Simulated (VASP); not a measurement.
The system is SnO2.

```xyz
6
Lattice="-1.9996 1.9996 5.1013 1.9996 -1.9996 5.1013 1.9996 1.9996 -5.1013" Properties=species:S:1:pos:R:3 pbc="T T T"
Sn    0.0000    1.9996    2.5506
Sn    0.0000    0.0000    0.0000
O     0.0000    1.9996    0.4728
O     0.0000    0.0000    8.1247
O     0.0000    0.0000    2.0778
O     0.0000    1.9996    4.6285
```

Base run:

```yaml
Program: VASP 6.6.1
Functional: r2SCAN
Potentials_or_basis: VASP PAW PBE potentials, release 64 (Sn_d, O)
Cutoff: 520 eV
k_mesh: 10 × 10 × 10
Occupations: gaussian, width 0.01 eV
Spin: no spin polarisation
```

Its results: band gap on the k mesh 2.36 eV, indirect (least direct gap 2.77 eV); pressure 1.0 GPa; largest force 0.042 eV/Å.

The run is repeated on the same cell with these changes: functional from r2SCAN to PBE. What comes out?

Band gap on the k mesh 1.70 eV, indirect (least direct gap 2.09 eV); pressure 7.4 GPa; largest force 0.120 eV/Å.

r2SCAN gives the wider gap, since meta-GGAs in the generalised Kohn-Sham scheme recover part of the derivative discontinuity.

Caveats: spin-orbit coupling is left out, which moves the levels of the heavy elements; the PAW data sets were made with another functional, which shifts forces and pressure a little (some runs).

A k mesh can miss the band edges.
